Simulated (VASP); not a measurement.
# In2Ge (P-3m1) in VASP: a series of runs

Runs on In2Ge. Level: PBE. Tasks: single point.

All numbers are computed with VASP 6.6.1; they aren't measurements. Logs are shortened: lines on timing, memory, paths and dates and some standing lists are left out, and cuts for length are marked.

## 1. The cell of the first run

It takes space group P-3m1 (No. 164, trigonal). Conventional cell: a = 3.219 Å, b = 3.219 Å, c = 7.884 Å, α = 90.00°, β = 90.00°, γ = 120.00°. Within 4.2 Å of In (site symmetry 3m) lie 3 Ge at 3.22 Å and 9 In at 3.22 Å. Within 4.2 Å of Ge (site symmetry -3m) lie 6 In at 3.22 Å and 6 Ge at 3.22 Å.

## 2. Single point, PBE

The input, INCAR:

```
SYSTEM = In2Ge
  ALGO = Normal
  EDIFF = 1E-7
  ENCUT = 520
  GGA = PE
  ISIF = 2
  ISMEAR = 0
  LASPH = .True.
  LCHARG = .False.
  LREAL = .False.
  LWAVE = .False.
  NBANDS = 27
  NELM = 80
  PREC = Accurate
  SIGMA = 0.1
```

The input, KPOINTS:

```
k-points
0
Gamma
  6 6 2
  0 0 0
```

The input, POSCAR:

```
In2Ge
1.0
    3.2186027600      0.0000000000      0.0000000000
   -1.6093013800      2.7873917500      0.0000000000
    0.0000000000      0.0000000000      7.8839344400
In Ge
2 1
Direct
    0.3333333300      0.6666666700      0.6666666700
    0.6666666700      0.3333333300      0.3333333300
    0.0000000000      0.0000000000      0.0000000000
```

Potentials or basis: VASP PAW PBE potentials, release 64 (In_d, Ge_d).

Started as:

```sh
$ cat potpaw_PBE.64/In_d/POTCAR potpaw_PBE.64/Ge_d/POTCAR > POTCAR
$ mpirun -np 1 vasp_std > vasp.out
```

OUTCAR:

```text
SYSTEM = In2Ge
   EDIFF = 1E-7
   ENCUT = 520
   GGA = PE
   ISIF = 2
   ISMEAR = 0
   LASPH = .True.
   LREAL = .False.
   NELM = 80
   PREC = Accurate

 ion  position               nearest neighbor table
   1  0.333  0.667  0.667-   3 3.22   3 3.22   3 3.22   2 3.22   2 3.22   2 3.22
   2  0.667  0.333  0.333-   3 3.22   3 3.22   3 3.22   1 3.22   1 3.22   1 3.22
   3  0.000  0.000  0.000-   1 3.22   2 3.22   1 3.22   2 3.22   2 3.22   1 3.22

  LATTYP: Found a hexagonal cell.
 ALAT       =     3.2186027600
 C/A-ratio  =     2.4494897407

  Lattice vectors:

 A1 = (   3.2186027600,   0.0000000000,   0.0000000000)
 A2 = (  -1.6093013800,   2.7873917500,   0.0000000000)
 A3 = (   0.0000000000,   0.0000000000,   7.8839344400)

Analysis of symmetry for initial positions (statically):
=====================================================================
 Subroutine PRICEL returns:
 Original cell was already a primitive cell.

 Routine SETGRP: Setting up the symmetry group for a
 hexagonal supercell.

 Subroutine GETGRP returns: Found 12 space group operations
 (whereof 12 operations were pure point group operations)
 out of a pool of 24 trial point group operations.

The static configuration has the point symmetry D_3d.

Analysis of symmetry for dynamics (positions and initial velocities):
=====================================================================
 Subroutine PRICEL returns:
 Original cell was already a primitive cell.

 Routine SETGRP: Setting up the symmetry group for a
 hexagonal supercell.

 Subroutine GETGRP returns: Found 12 space group operations
 (whereof 12 operations were pure point group operations)
 out of a pool of 24 trial point group operations.

The dynamic configuration has the point symmetry D_3d.

 Subroutine INISYM returns: Found 12 space group operations
 (whereof 12 operations are pure point group operations),
 and found     1 'primitive' translations

----------------------------------------------------------------------------------------

                                     Primitive cell

  volume of cell :      70.7308

  direct lattice vectors                    reciprocal lattice vectors
     3.218602760  0.000000000  0.000000000     0.310693824  0.179379163  0.000000000
    -1.609301380  2.787391750  0.000000000     0.000000000  0.358758327  0.000000000
     0.000000000  0.000000000  7.883934440     0.000000000  0.000000000  0.126840223

  length of vectors
     3.218602760  3.218602756  7.883934440     0.358758326  0.358758327  0.126840223

  position of ions in fractional coordinates (direct lattice)
     0.333333330  0.666666670  0.666666670
     0.666666670  0.333333330  0.333333330
     0.000000000  0.000000000  0.000000000

  ion indices of the primitive-cell ions
   primitive index   ion index
                 1           1
                 2           2
                 3           3

----------------------------------------------------------------------------------------

 KPOINTS: k-points

Automatic generation of k-mesh.
 Grid dimensions read from file:
 generate k-points for:    6    6    2

 Generating k-lattice:

  Cartesian coordinates                     Fractional coordinates (reciprocal lattice)
     0.051782304  0.029896527  0.000000000     0.166666667  0.000000000  0.000000000
     0.000000000  0.059793054  0.000000000     0.000000000  0.166666667  0.000000000
     0.000000000  0.000000000  0.063420111     0.000000000  0.000000000  0.500000000

  Length of vectors
     0.059793054  0.059793054  0.063420111

  Shift w.r.t. Gamma in fractional coordinates (k-lattice)
     0.000000000  0.000000000  0.000000000

 Subroutine IBZKPT returns following result:
 ===========================================

 Found     14 irreducible k-points:

 Following reciprocal coordinates:
            Coordinates               Weight
  0.000000  0.000000  0.000000      1.000000
  0.166667  0.000000  0.000000      6.000000
  0.333333  0.000000  0.000000      6.000000
  0.500000  0.000000  0.000000      3.000000
  0.166667  0.166667  0.000000      6.000000
  0.333333  0.166667  0.000000     12.000000
  0.333333  0.333333  0.000000      2.000000
  0.000000  0.000000  0.500000      1.000000
  0.166667  0.000000  0.500000      6.000000
  0.333333  0.000000  0.500000      6.000000
  0.500000  0.000000  0.500000      3.000000
  0.166667  0.166667  0.500000      6.000000
  0.333333  0.166667  0.500000     12.000000
  0.333333  0.333333  0.500000      2.000000
   k-points           NKPTS =     14   k-points in BZ     NKDIM =     14   number of bands    NBANDS=     27
   number of dos      NEDOS =    301   number of ions     NIONS =      3
   total plane-waves  NPLWV =  34560
   dimension x,y,z NGX =    24 NGY =   24 NGZ =   60
   dimension x,y,z NGXF=    48 NGYF=   48 NGZF=  120
   ions per type =               2   1
   NGX,Y,Z   is equivalent  to a cutoff of  12.40, 12.40, 12.65 a.u.
   NGXF,Y,Z  is equivalent  to a cutoff of  24.79, 24.79, 25.30 a.u.
 SYSTEM =  In2Ge
   PREC   = accura    normal or accurate (medium, high low for compatibility)
   ISTART =      0    job   : 0-new  1-cont  2-samecut
   ICHARG =      2    charge: 1-file 2-atom 10-const
   ISPIN  =      1    spin polarized calculation?
   LNONCOLLINEAR =      F non collinear calculations
   LSORBIT =      F    spin-orbit coupling
   LASPH  =      T    aspherical Exc in radial PAW
   ENCUT  =  520.0 eV  38.22 Ry    6.18 a.u.   5.98  5.98 14.66*2*pi/ulx,y,z
   NELM   =     80;   NELMIN=  2; NELMDL= -5     # of ELM steps
   EDIFF  = 0.1E-06   stopping-criterion for ELM
   LREAL  =      F    real-space projection
   EDIFFG = 0.1E-05   stopping-criterion for IOM
   NSW    =      0    number of steps for IOM
   IBRION =     -1    ionic relax: 0-MD 1-quasi-New 2-CG
   NFREE  =      0    steps in history (QN), initial steepest desc. (CG)
   ISIF   =      2    stress and relaxation
   ISYM   =      2    0-nonsym 1-usesym 2-fastsym
   POTIM  = 0.5000    time-step for ionic-motion
   TEBEG  =    0.0;   TEEND  =   0.0 temperature during run
   PSTRESS=    0.0 pullay stress
   NELECT =      40.0000    total number of electrons
   NUPDOWN=      -1.0000    fix difference up-down
   EMIN   =  10.00;   EMAX   =-10.00  energy-range for DOS
   EFERMI =   0.00;   METHOD = LEGACY
   ISMEAR =     0;   SIGMA  =   0.10  broadening in eV -4-tet -1-fermi 0-gaus
   EFERMI_NEDOS =   21; number of points for ismear=-14 and -15
   IALGO  =     38    algorithm
   IMIX   =      4    mixing-type and parameters
     AMIX     =   0.40;   BMIX     =  1.00
     AMIX_MAG =   1.60;   BMIX_MAG =  1.00
  volume/ion in A,a.u.               =      23.58       159.10
  Fermi-wavevector in a.u.,A,eV,Ry     =   1.353813  2.558336 24.936891  1.832810
  Thomas-Fermi vector in A             =   2.481037
   LORBIT       =      0    0 simple, 1 ext, 2 COOP (PROOUT), +10 PAW based schemes
   GGA     = PE    functional components
   LHFCALC =     F    Hartree Fock is set to
   AEXX    =    0.0000 exact exchange contribution
   IVDW    =     0    specifies the selected vdW correction
   LEPSILON=     F    determine dielectric tensor
   LRPA    =     F    only Hartree local field effects (RPA)
 non-spin polarized calculation
 Gauss-broadening in eV      SIGMA  =   0.10
  energy-cutoff  :      520.00
  volume of cell :       70.73
 maximum number of plane-waves:      1950
 NGX is ok and might be reduce to    24
   NGX = 11   NGY = 11   NGZ = 29

 number of electron      40.0000000 magnetization

 Free energy of the ion-electron system (eV)
  ---------------------------------------------------
  ext. energy  EPLUGINS =         0.00000000
  ---------------------------------------------------
  free energy    TOTEN  =        -8.91107911 eV

  energy without entropy =       -8.90333682  energy(sigma->0) =       -8.90720796

 E-fermi :   7.4589     XC(G=0): -10.5799

 val. band max:        7.3391468122   @ k =   0.3333   0.1667   0.5000
 cond. band min:       7.4872896490   @ k =   0.5000   0.0000   0.5000
 fundamental gap:      0.1481428368
 Fermi energy:         7.4589483291

 k-point     1 :       0.0000    0.0000    0.0000
  band No.  band energies     occupation
      1     -17.4361      2.00000
      2     -17.4309      2.00000
      3     -17.4309      2.00000
      4     -17.4073      2.00000
      5     -17.4073      2.00000
      6      -7.3697      2.00000
[... 19 lines left out ...]
     26      17.5929      0.00000
     27      18.6009      0.00000

 k-point     2 :       0.1667    0.0000    0.0000
  band No.  band energies     occupation
      1     -17.4359      2.00000
      2     -17.4262      2.00000
      3     -17.4201      2.00000
      4     -17.4127      2.00000
      5     -17.4086      2.00000
      6      -7.3660      2.00000
[... 19 lines left out ...]
     26      16.3836      0.00000
     27      17.0538      0.00000

 k-point     3 :       0.3333    0.0000    0.0000
  band No.  band energies     occupation
      1     -17.4427      2.00000
      2     -17.4237      2.00000
      3     -17.4112      2.00000
      4     -17.4098      2.00000
      5     -17.3983      2.00000
      6      -7.4564      2.00000
[... 19 lines left out ...]
     26      14.5573      0.00000
     27      15.2818      0.00000

 k-point     4 :       0.5000    0.0000    0.0000
  band No.  band energies     occupation
      1     -17.4463      2.00000
      2     -17.4291      2.00000
      3     -17.4125      2.00000
      4     -17.4016      2.00000
      5     -17.3874      2.00000
      6      -7.5042      2.00000
[... 19 lines left out ...]
     26      13.2972      0.00000
     27      14.2321      0.00000
[... 216 lines left out ...]
      4     -17.4115      2.00000
      5     -17.4022      2.00000
      6      -7.3566      2.00000
[... 19 lines left out ...]
     26      14.1580      0.00000
     27      14.4266      0.00000

 k-point    13 :       0.3333    0.1667    0.5000
  band No.  band energies     occupation
      1     -17.4337      2.00000
      2     -17.4262      2.00000
      3     -17.4153      2.00000
      4     -17.4083      2.00000
      5     -17.3935      2.00000
      6      -7.3979      2.00000
[... 19 lines left out ...]
     26      12.9782      0.00000
     27      13.8336      0.00000

 k-point    14 :       0.3333    0.3333    0.5000
  band No.  band energies     occupation
      1     -17.4225      2.00000
      2     -17.4225      2.00000
      3     -17.4097      2.00000
      4     -17.4097      2.00000
      5     -17.4083      2.00000
      6      -7.3362      2.00000
[... 19 lines left out ...]
     26      11.0004      0.00000
     27      11.0004      0.00000

------------------------ aborting loop because EDIFF is reached ----------------------------------------

  FORCE on cell =-STRESS in cart. coord.  units (eV):
  Direction    XX          YY          ZZ          XY          YZ          ZX
  --------------------------------------------------------------------------------------
  -------------------------------------------------------------------------------------
  Total        1.6095043      1.6095043     -0.0381512      0.0000000      0.0000000      0.0000000
  in kB       36.4581250     36.4581249     -0.8641930      0.0000000      0.0000000      0.0000000
  external PRESSURE =      24.0173523 kB  Pullay stress =       0.0000000 kB

 VOLUME and BASIS-vectors are now :
 -----------------------------------------------------------------------------
  energy-cutoff  :      520.00
  volume of cell :       70.73
      direct lattice vectors                 reciprocal lattice vectors
     3.218602760  0.000000000  0.000000000     0.310693824  0.179379163  0.000000000
    -1.609301380  2.787391750  0.000000000     0.000000000  0.358758327  0.000000000
     0.000000000  0.000000000  7.883934440     0.000000000  0.000000000  0.126840223

 POSITION                                       TOTAL-FORCE (eV/Angst)
 -----------------------------------------------------------------------------------
     -0.00000      1.85826      5.25596        -0.000000      0.000000      0.532495
      1.60930      0.92913      2.62798         0.000000      0.000000     -0.532495
      0.00000      0.00000      0.00000        -0.000000      0.000000      0.000000
 -----------------------------------------------------------------------------------
    total drift:                                0.000000     -0.000000     -0.000000

  FREE ENERGIE OF THE ION-ELECTRON SYSTEM (eV)
  ---------------------------------------------------
  free  energy   TOTEN  =        -8.9110791093 eV

  energy  without entropy=       -8.9033368200  energy(sigma->0) =       -8.90720796
```

It took 26 s on 1 thread of Intel Xeon 8259CL, shared host; peak memory 0.19 GiB.

What came out:

| Item | Value |
| --- | --- |
| Free energy | -8.9111 eV |
| Pressure | 2.4 GPa |
| Largest force | 0.532 eV/Å |
| Band gap on the k mesh | zero (bands 20 and 21 overlap by 7.00 eV) |

Forces on the atoms (eV/Å):
```
In   0.000  0.000  0.532
In   0.000  0.000 -0.532
Ge   0.000  0.000  0.000
```

Stress tensor (GPa, compression positive):
```
 3.65  0.00  0.00
 0.00  3.65  0.00
 0.00  0.00 -0.09
```

Caveat: the k points lie up to 0.40 Å⁻¹ apart, too coarse for converged energies and pressures of a metal; spin-orbit coupling is left out, which moves the levels of the heavy elements.

## 3. Single point, PBE

This run uses another cell than the first one, of 25.00 Å³/atom.

The input, INCAR:

```
SYSTEM = In2Ge
PREC     = Accurate       ! precision mode
ENCUT    = 520            ! plane-wave cutoff, eV
EDIFF    = 1E-6           ! SCF threshold, eV
ISMEAR   = 0              ! smearing method
SIGMA    = 0.1            ! smearing width, eV
LREAL    = .False.        ! projectors in reciprocal space
LASPH    = .True.         ! aspherical terms in the spheres
NELM     = 60             ! most SCF steps
ALGO     = Fast           ! electronic algorithm
ISIF     = 2              ! what is computed and relaxed
LWAVE    = .False.        ! write WAVECAR
LCHARG   = .True.         ! write CHGCAR
GGA      = PE             ! functional
LELF     = .True.         ! ELF
LVHAR    = .True.       
NBANDS   = 27             ! bands
```

The input, KPOINTS:

```
regular mesh
0
Gamma
  6 6 2
  0 0 0
```

The input, POSCAR:

```
In2Ge
1.0
    3.4197712220      0.0000000000      0.0000000000
   -1.7098856110      2.9616087534      0.0000000000
    0.0000000000      0.0000000000      7.4057435155
In Ge
2 1
Direct
    0.3333333333      0.6666666667      0.6855774322
    0.6666666667      0.3333333333      0.3144225678
    0.0000000000      0.0000000000      0.0000000000
```

Potentials or basis: VASP PAW PBE potentials, release 64 (In_d, Ge_d).

Started as:

```sh
$ cat potpaw_PBE.64/In_d/POTCAR potpaw_PBE.64/Ge_d/POTCAR > POTCAR
$ mpirun -np 1 vasp_std > vasp.out
```

Run time: 60 s. Hardware: 1 thread of Intel Xeon 8259CL, shared host; peak memory 0.2 GiB.

Results (log left out):

```
Free energy            : -9.1114 eV
Pressure               : 0.1 GPa
Largest force          : 0.008 eV/Å
Band gap on the k mesh : zero (bands 20 and 21 overlap by 6.56 eV)
```

Forces on the atoms (eV/Å):
```
In   0.000  0.000 -0.008
In   0.000  0.000  0.008
Ge   0.000  0.000  0.000
```

Stress tensor (GPa, compression positive):
```
 0.24  0.00  0.00
 0.00  0.24  0.00
 0.00  0.00 -0.22
```

Levels at points of the mesh, in eV from the Fermi level:
```csv
k point,band 16,band 17,band 18,band 19,band 20,band 21,band 22,band 23
"(0.00, 0.00, 0.00)",-10.84,-7.28,-7.17,1.07,1.64,4.26,4.26,7.62
"(0.50, 0.00, 0.00)",-7.68,-5.28,-2.79,-2.78,-2.30,-1.99,1.69,4.07
"(0.00, 0.00, 0.50)",-10.67,-8.79,-3.96,-3.32,4.25,4.25,7.08,7.15
"(0.50, 0.00, 0.50)",-7.60,-4.86,-4.29,-3.86,0.15,0.60,1.33,1.81
```

Caveat: the k points lie up to 0.42 Å⁻¹ apart, too coarse for converged energies and pressures of a metal; spin-orbit coupling is left out, which moves the levels of the heavy elements.

## 4. Single point, PBE

This run uses another cell than the first one, of 25.00 Å³/atom.

The input, INCAR:

```
SYSTEM = In2Ge
PREC = Accurate
ENCUT = 520
EDIFF = 1E-6
ISMEAR = 0
SIGMA = 0.1
LREAL = .False.
LASPH = .True.
NELM = 80
ALGO = Normal
ISIF = 2
LWAVE = .False.
LCHARG = .False.
GGA = PE
NBANDS = 27
```

The input, KPOINTS:

```
regular mesh
0
Gamma
  6 6 4
  0 0 0
```

POSCAR is that of step 3.

Started as:

```sh
$ cat potpaw_PBE.64/In_d/POTCAR potpaw_PBE.64/Ge_d/POTCAR > POTCAR
$ mpirun -np 1 vasp_std > vasp.out
```

It took 50 s on 1 thread of Intel Xeon 8259CL, shared host; peak memory 0.22 GiB.

Results (log left out):

```
Free energy            : -9.1658 eV
Pressure               : 0.0 GPa
Largest force          : 0.032 eV/Å
Band gap on the k mesh : zero (bands 20 and 21 overlap by 6.57 eV)
```

Forces on the atoms (eV/Å):
```
In   0.000  0.000 -0.032
In   0.000  0.000  0.032
Ge   0.000  0.000  0.000
```

Stress tensor (GPa, compression positive):
```
-0.04  0.00  0.00
 0.00 -0.04  0.00
 0.00  0.00  0.16
```

Levels at points of the mesh, in eV from the Fermi level:
```tsv
k point	band 17	band 18	band 19	band 20	band 21	band 22
(0.00, 0.00, 0.00)	-7.28	-7.16	1.07	1.65	4.27	4.27
(0.50, 0.00, 0.00)	-5.28	-2.79	-2.77	-2.30	-1.98	1.70
(0.00, 0.00, 0.50)	-8.79	-3.96	-3.32	4.26	4.26	7.09
(0.50, 0.00, 0.50)	-4.86	-4.29	-3.86	0.15	0.61	1.34
```

Caveat: spin-orbit coupling is left out, which moves the levels of the heavy elements.

## 5. The runs side by side

| cell | k mesh | gap on the mesh (eV) | pressure (GPa) | largest force (eV/Å) |
| --- | --- | --- | --- | --- |
| a = 3.219, b = 3.219, c = 7.884 Å, angles 90.0, 90.0, 120.0°, 3 atoms, atomic positions A | 6 × 6 × 2 | none | 2.4 | 0.53 |
| a = 3.420, b = 3.420, c = 7.406 Å, angles 90.0, 90.0, 120.0°, 3 atoms, atomic positions B | 6 × 6 × 2 | none | 0.1 | 0.01 |
| a = 3.420, b = 3.420, c = 7.406 Å, angles 90.0, 90.0, 120.0°, 3 atoms, atomic positions B | 6 × 6 × 4 | none | 0.0 | 0.03 |

Alike in all rows: task single point; level PBE; potentials or basis VASP PAW PBE potentials, release 64 (In_d, Ge_d); no spin polarisation; cutoff (eV) 520; smearing gaussian 0.1 eV.

Caveats: some runs use coarse meshes; spin-orbit coupling is left out, which moves the levels of the heavy elements.

Absolute energies hang on the potentials; compare differences alone.

The gap in the log of VASP goes by the Fermi energy; the results here count the filled bands.